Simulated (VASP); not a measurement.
# TiO2 (I4_1/amd) in VASP: notebook

TiO2 is run at these levels: PBE; tasks: single point.

Everything below comes from runs of VASP 6.6.1. Logs are shortened: lines on timing, memory, paths and dates and some standing lists are left out, and cuts for length are marked.

## 1. The cell of the first run

It takes space group I4_1/amd (No. 141, tetragonal). Conventional cell: a = 3.784 Å, b = 3.784 Å, c = 9.705 Å, α = 90.00°, β = 90.00°, γ = 90.00°. Within 2.6 Å of Ti (site symmetry -4m2) lie 6 O at 1.94 to 2.00 Å. Within 2.6 Å of O (site symmetry 2mm) lie 3 Ti at 1.94 to 2.00 Å and 2 O at 2.46 Å.

## 2. Single point, PBE (z stretched by +2 %, then relaxed in part)

The input, INCAR:

```
SYSTEM = TiO2
PREC = Accurate
ENCUT = 520
EDIFF = 1E-6
ISMEAR = -1
SIGMA = 0.02
LREAL = .False.
LASPH = .True.
NELM = 100
ALGO = Normal
ISIF = 2
LWAVE = .False.
LCHARG = .True.
GGA = PE
LELF = .True.
LVHAR = .True.
NBANDS = 33
```

The input, KPOINTS:

```
Automatic mesh
0
Gamma
  11 11 11
  0 0 0
```

The input, POSCAR:

```
TiO2
1.0
   -1.8921000000      1.8921000000      4.8524460000
    1.8921000000     -1.8921000000      4.8524460000
    1.8921000000      1.8921000000     -4.8524460000
Ti O
2 4
Direct
    0.0000000000      0.0000000000      0.0000000000
    0.7500000000      0.2500000000      0.5000000000
    0.2063119688      0.2063119688      0.0000000000
    0.9563119688      0.4563119688      0.5000000000
    0.5436880312      0.0436880312      0.5000000000
    0.7936880312      0.7936880312      0.0000000000
```

Potentials or basis: VASP PAW PBE potentials, release 64 (Ti_sv, O).

Started as:

```sh
$ cat potpaw_PBE.64/Ti_sv/POTCAR potpaw_PBE.64/O/POTCAR > POTCAR
$ mpirun -np 1 vasp_std > vasp.out
```

OUTCAR:

```text
SYSTEM = TiO2
   PREC = Accurate
   ENCUT = 520
   EDIFF = 1E-6
   ISMEAR = -1
   LREAL = .False.
   LASPH = .True.
   NELM = 100
   ISIF = 2
   GGA = PE

 ion  position               nearest neighbor table
   1  0.000  0.000  0.000-   5 1.94   4 1.94   5 1.94   4 1.94   3 2.00   6 2.00
   2  0.750  0.250  0.500-   6 1.94   3 1.94   6 1.94   3 1.94   4 2.00   5 2.00
   3  0.206  0.206  0.000-   2 1.94   2 1.94   1 2.00
   4  0.956  0.456  0.500-   1 1.94   1 1.94   2 2.00
   5  0.544  0.044  0.500-   1 1.94   1 1.94   2 2.00
   6  0.794  0.794  0.000-   2 1.94   2 1.94   1 2.00

  LATTYP: Found a body centered tetragonal cell.
 ALAT       =     3.7842000000
 C/A-ratio  =     2.5645822102

  Lattice vectors:

 A1 = (  -1.8921000000,   1.8921000000,   4.8524460000)
 A2 = (   1.8921000000,  -1.8921000000,   4.8524460000)
 A3 = (   1.8921000000,   1.8921000000,  -4.8524460000)

Analysis of symmetry for initial positions (statically):
=====================================================================
 Subroutine PRICEL returns:
 Original cell was already a primitive cell.

 Routine SETGRP: Setting up the symmetry group for a
 body centered tetragonal supercell.

 Subroutine GETGRP returns: Found 16 space group operations
 (whereof  8 operations were pure point group operations)
 out of a pool of 16 trial point group operations.

The static configuration has the point symmetry D_2d.
 The point group associated with its full space group is D_4h.

Analysis of symmetry for dynamics (positions and initial velocities):
=====================================================================
 Subroutine PRICEL returns:
 Original cell was already a primitive cell.

 Routine SETGRP: Setting up the symmetry group for a
 body centered tetragonal supercell.

 Subroutine GETGRP returns: Found 16 space group operations
 (whereof  8 operations were pure point group operations)
 out of a pool of 16 trial point group operations.

The dynamic configuration has the point symmetry D_2d.
 The point group associated with its full space group is D_4h.

 Subroutine INISYM returns: Found 16 space group operations
 (whereof  8 operations are pure point group operations),
 and found     1 'primitive' translations

----------------------------------------------------------------------------------------

                                     Primitive cell

  volume of cell :      69.4878

  direct lattice vectors                    reciprocal lattice vectors
    -1.892100000  1.892100000  4.852446000     0.000000000  0.264256646  0.103040817
     1.892100000 -1.892100000  4.852446000     0.264256646  0.000000000  0.103040817
     1.892100000  1.892100000 -4.852446000     0.264256646  0.264256646  0.000000000

  length of vectors
     5.541328090  5.541328090  5.541328090     0.283635303  0.283635303  0.373715333

  position of ions in fractional coordinates (direct lattice)
     0.000000000  0.000000000  0.000000000
     0.750000000  0.250000000  0.500000000
     0.206311969  0.206311969  0.000000000
     0.956311969  0.456311969  0.500000000
     0.543688031  0.043688031  0.500000000
     0.793688031  0.793688031  0.000000000

  ion indices of the primitive-cell ions
   primitive index   ion index
                 1           1
                 2           2
                 3           3
                 4           4
                 5           5
                 6           6

----------------------------------------------------------------------------------------

 KPOINTS: Automatic mesh

Automatic generation of k-mesh.
 Grid dimensions read from file:
 generate k-points for:   11   11   11

 Generating k-lattice:

  Cartesian coordinates                     Fractional coordinates (reciprocal lattice)
     0.000000000  0.024023331  0.009367347     0.090909091  0.000000000  0.000000000
     0.024023331  0.000000000  0.009367347     0.000000000  0.090909091  0.000000000
     0.024023331  0.024023331  0.000000000     0.000000000  0.000000000  0.090909091

  Length of vectors
     0.025785028  0.025785028  0.033974121

  Shift w.r.t. Gamma in fractional coordinates (k-lattice)
     0.000000000  0.000000000  0.000000000

 Subroutine IBZKPT returns following result:
 ===========================================

 Found    126 irreducible k-points:

 Following reciprocal coordinates:
            Coordinates               Weight
  0.000000  0.000000  0.000000      1.000000
  0.090909 -0.000000  0.000000      8.000000
  0.181818 -0.000000  0.000000      8.000000
  0.272727  0.000000  0.000000      8.000000
  0.363636  0.000000  0.000000      8.000000
  0.454545 -0.000000  0.000000      8.000000
[... 16 lines left out ...]
 -0.272727  0.181818  0.000000     16.000000
 -0.181818  0.181818  0.000000      4.000000
 [... further k-points ...]
   k-points           NKPTS =    126   k-points in BZ     NKDIM =    126   number of bands    NBANDS=     33
   number of dos      NEDOS =    301   number of ions     NIONS =      6
   total plane-waves  NPLWV =  74088
   dimension x,y,z NGX =    42 NGY =   42 NGZ =   42
   dimension x,y,z NGXF=    84 NGYF=   84 NGZF=   84
   ions per type =               2   4
   NGX,Y,Z   is equivalent  to a cutoff of  12.60, 12.60, 12.60 a.u.
   NGXF,Y,Z  is equivalent  to a cutoff of  25.20, 25.20, 25.20 a.u.
 SYSTEM =  TiO2
   PREC   = accura    normal or accurate (medium, high low for compatibility)
   ISTART =      0    job   : 0-new  1-cont  2-samecut
   ICHARG =      2    charge: 1-file 2-atom 10-const
   ISPIN  =      1    spin polarized calculation?
   LNONCOLLINEAR =      F non collinear calculations
   LSORBIT =      F    spin-orbit coupling
   LASPH  =      T    aspherical Exc in radial PAW
   ENCUT  =  520.0 eV  38.22 Ry    6.18 a.u.  10.30 10.30 10.30*2*pi/ulx,y,z
   NELM   =    100;   NELMIN=  2; NELMDL= -5     # of ELM steps
   EDIFF  = 0.1E-05   stopping-criterion for ELM
   LREAL  =      F    real-space projection
   EDIFFG = 0.1E-04   stopping-criterion for IOM
   NSW    =      0    number of steps for IOM
   IBRION =     -1    ionic relax: 0-MD 1-quasi-New 2-CG
   NFREE  =      0    steps in history (QN), initial steepest desc. (CG)
   ISIF   =      2    stress and relaxation
   ISYM   =      2    0-nonsym 1-usesym 2-fastsym
   POTIM  = 0.5000    time-step for ionic-motion
   TEBEG  =    0.0;   TEEND  =   0.0 temperature during run
   PSTRESS=    0.0 pullay stress
   NELECT =      48.0000    total number of electrons
   NUPDOWN=      -1.0000    fix difference up-down
   EMIN   =  10.00;   EMAX   =-10.00  energy-range for DOS
   EFERMI =   0.00;   METHOD = LEGACY
   ISMEAR =    -1;   SIGMA  =   0.02  broadening in eV -4-tet -1-fermi 0-gaus
   EFERMI_NEDOS =   21; number of points for ismear=-14 and -15
   IALGO  =     38    algorithm
   IMIX   =      4    mixing-type and parameters
     AMIX     =   0.40;   BMIX     =  1.00
     AMIX_MAG =   1.60;   BMIX_MAG =  1.00
  volume/ion in A,a.u.               =      11.58        78.15
  Fermi-wavevector in a.u.,A,eV,Ry     =   1.447168  2.734751 28.494617  2.094295
  Thomas-Fermi vector in A             =   2.565154
   LORBIT       =      0    0 simple, 1 ext, 2 COOP (PROOUT), +10 PAW based schemes
   GGA     = PE    functional components
   LHFCALC =     F    Hartree Fock is set to
   AEXX    =    0.0000 exact exchange contribution
   IVDW    =     0    specifies the selected vdW correction
   LEPSILON=     F    determine dielectric tensor
   LRPA    =     F    only Hartree local field effects (RPA)
 non-spin polarized calculation
  energy-cutoff  :      520.00
  volume of cell :       69.49
 maximum number of plane-waves:      1884
 NGX is ok and might be reduce to    42
   NGX = 21   NGY = 21   NGZ = 21

 number of electron      47.9999994 magnetization

 Free energy of the ion-electron system (eV)
  ---------------------------------------------------
  ext. energy  EPLUGINS =         0.00000000
  ---------------------------------------------------
  free energy    TOTEN  =       -53.85900241 eV

  energy without entropy =      -53.85900241  energy(sigma->0) =      -53.85900241

 E-fermi :   3.6965     XC(G=0): -10.6287

 val. band max:        3.2130629218   @ k =  -0.4545   0.4545   0.0000
 cond. band min:       5.3469404150   @ k =   0.0000   0.0000   0.0000
 fundamental gap:      2.1338774932
 Fermi energy:         3.6965248152

 k-point     1 :       0.0000    0.0000    0.0000
  band No.  band energies     occupation
      1     -53.2161      2.00000
      2     -53.1640      2.00000
      3     -29.6534      2.00000
      4     -29.4304      2.00000
      5     -29.4304      2.00000
      6     -29.3684      2.00000
[... 25 lines left out ...]
     32       8.3067      0.00000
     33       8.4941      0.00000

 k-point     2 :       0.0909   -0.0000    0.0000
  band No.  band energies     occupation
      1     -53.2151      2.00000
      2     -53.1646      2.00000
      3     -29.6511      2.00000
      4     -29.4405      2.00000
      5     -29.4311      2.00000
      6     -29.3728      2.00000
[... 25 lines left out ...]
     32       8.4913      0.00000
     33       8.7246      0.00000

 k-point     3 :       0.1818   -0.0000    0.0000
  band No.  band energies     occupation
      1     -53.2124      2.00000
      2     -53.1663      2.00000
      3     -29.6452      2.00000
      4     -29.4667      2.00000
      5     -29.4328      2.00000
      6     -29.3838      2.00000
[... 25 lines left out ...]
     32       8.8263      0.00000
     33       9.1015      0.00000

 k-point     4 :       0.2727    0.0000    0.0000
  band No.  band energies     occupation
      1     -53.2084      2.00000
      2     -53.1690      2.00000
      3     -29.6376      2.00000
      4     -29.5000      2.00000
      5     -29.4348      2.00000
      6     -29.3959      2.00000
[... 673 lines left out ...]
     32       9.7559      0.00000
     33       9.9138      0.00000

 k-point    23 :      -0.2727    0.1818    0.0000
  band No.  band energies     occupation
      1     -53.2074      2.00000
      2     -53.1688      2.00000
      3     -29.6462      2.00000
      4     -29.5054      2.00000
      5     -29.4544      2.00000
      6     -29.4124      2.00000
[... 25 lines left out ...]
     32       9.6780      0.00000
     33       9.7788      0.00000

 k-point    24 :      -0.1818    0.1818    0.0000
  band No.  band energies     occupation
      1     -53.2106      2.00000
      2     -53.1668      2.00000
      3     -29.6495      2.00000
      4     -29.4797      2.00000
      5     -29.4489      2.00000
      6     -29.3982      2.00000
[... 25 lines left out ...]
     32       9.4650      0.00000
     33       9.4962      0.00000

 [... further k-points ...]
[... 5 lines left out ...]
  --------------------------------------------------------------------------------------
  -------------------------------------------------------------------------------------
  Total        1.0630992      1.0630992      0.7933397      0.0000000     -0.0000000      0.0000000
  in kB       24.5118158     24.5118158     18.2919869      0.0000000     -0.0000000      0.0000000
  external PRESSURE =      22.4385395 kB  Pullay stress =       0.0000000 kB

 VOLUME and BASIS-vectors are now :
 -----------------------------------------------------------------------------
  energy-cutoff  :      520.00
  volume of cell :       69.49
      direct lattice vectors                 reciprocal lattice vectors
    -1.892100000  1.892100000  4.852446000     0.000000000  0.264256646  0.103040817
     1.892100000 -1.892100000  4.852446000     0.264256646  0.000000000  0.103040817
     1.892100000  1.892100000 -4.852446000     0.264256646  0.264256646  0.000000000

 POSITION                                       TOTAL-FORCE (eV/Angst)
 -----------------------------------------------------------------------------------
      0.00000      0.00000      0.00000        -0.000000     -0.000000      0.000000
      0.00000      1.89210      2.42622        -0.000000     -0.000000      0.000000
      0.00000      0.00000      2.00224        -0.000000      0.000000      0.026797
      0.00000      1.89210      4.42846         0.000000     -0.000000      0.026797
      0.00000      1.89210      0.42399         0.000000     -0.000000     -0.026797
      0.00000      0.00000      7.70266        -0.000000      0.000000     -0.026797
 -----------------------------------------------------------------------------------
    total drift:                                0.000000      0.000000     -0.000000

  FREE ENERGIE OF THE ION-ELECTRON SYSTEM (eV)
  ---------------------------------------------------
  free  energy   TOTEN  =       -53.8590024132 eV

  energy  without entropy=      -53.8590024132  energy(sigma->0) =      -53.85900241
```

Run time: 14 min. Hardware: 1 thread of Intel Xeon 8259CL, shared host; peak memory 0.41 GiB.

What came out:

```
Free energy            : -53.8590 eV
Pressure               : 2.2 GPa
Largest force          : 0.027 eV/Å
Band gap on the k mesh : 2.13 eV (least direct gap 2.43 eV)
```

Forces in eV/Å, atoms in the order of the input:
```
Ti   0.000  0.000  0.000
Ti   0.000  0.000  0.000
O    0.000  0.000  0.027
O    0.000  0.000  0.027
O    0.000  0.000 -0.027
O    0.000  0.000 -0.027
```

Caveat: the cell differs from its parent crystal (z stretched by +2 %, then relaxed in part).

## 3. Single point, PBE (z stretched by +3 %, then relaxed in part)

The input, INCAR:

```
SYSTEM = TiO2
PREC     = Accurate       ! precision mode
ENCUT    = 520            ! plane-wave cutoff, eV
EDIFF    = 1E-6           ! SCF threshold, eV
ISMEAR   = -1             ! smearing method
SIGMA    = 0.02           ! smearing width, eV
LREAL    = .False.        ! projectors in reciprocal space
LASPH    = .True.         ! aspherical terms in the spheres
NELM     = 60             ! most SCF steps
ALGO     = Normal         ! electronic algorithm
ISIF     = 2              ! what is computed and relaxed
LWAVE    = .False.        ! write WAVECAR
LCHARG   = .True.         ! write CHGCAR
GGA      = PE             ! functional
LELF     = .True.         ! ELF
LVHAR    = .True.       
NBANDS   = 33             ! bands
```

The input, KPOINTS:

```
regular mesh
0
Gamma
  11 11 11
  0 0 0
```

The input, POSCAR:

```
TiO2
1.0
   -1.8921000000      1.8921000000      4.9000190000
    1.8921000000     -1.8921000000      4.9000190000
    1.8921000000      1.8921000000     -4.9000190000
Ti O
2 4
Direct
    0.0000000000      0.0000000000      0.0000000000
    0.7500000000      0.2500000000      0.5000000000
    0.2051210461      0.2051210461      0.0000000000
    0.9551210461      0.4551210461      0.5000000000
    0.5448789539      0.0448789539      0.5000000000
    0.7948789539      0.7948789539      0.0000000000
```

Potentials or basis: VASP PAW PBE potentials, release 64 (Ti_sv, O).

Started as:

```sh
$ cat potpaw_PBE.64/Ti_sv/POTCAR potpaw_PBE.64/O/POTCAR > POTCAR
$ mpirun -np 1 vasp_std > vasp.out
```

Run time: 16 min. Hardware: 1 thread of Intel Xeon 8259CL, shared host; peak memory 0.41 GiB.

The run converged. Its results:

* Free energy: -53.8625 eV
* Pressure: 0.7 GPa
* Largest force: 0.035 eV/Å
* Band gap on the k mesh: 2.16 eV (least direct gap 2.43 eV)

Forces in eV/Å, atoms in the order of the input:
```
Ti   0.000  0.000  0.000
Ti   0.000  0.000  0.000
O    0.000  0.000  0.035
O    0.000  0.000  0.035
O    0.000  0.000 -0.035
O    0.000  0.000 -0.035
```

Stress tensor (GPa, compression positive):
```
1.00 0.00 0.00
0.00 1.00 0.00
0.00 0.00 0.04
```

Levels at points of the mesh, in eV from the valence-band top:
```
           k point  band 21  band 22  band 23  band 24  band 25  band 26  band 27  band 28
(0.00, 0.00, 0.00)    -0.81    -0.79    -0.38    -0.38     2.16     2.80     4.06     4.06
```

Caveat: the cell differs from its parent crystal (z stretched by +3 %, then relaxed in part). A k mesh can miss the band edges.

[end of part 1 of 2]
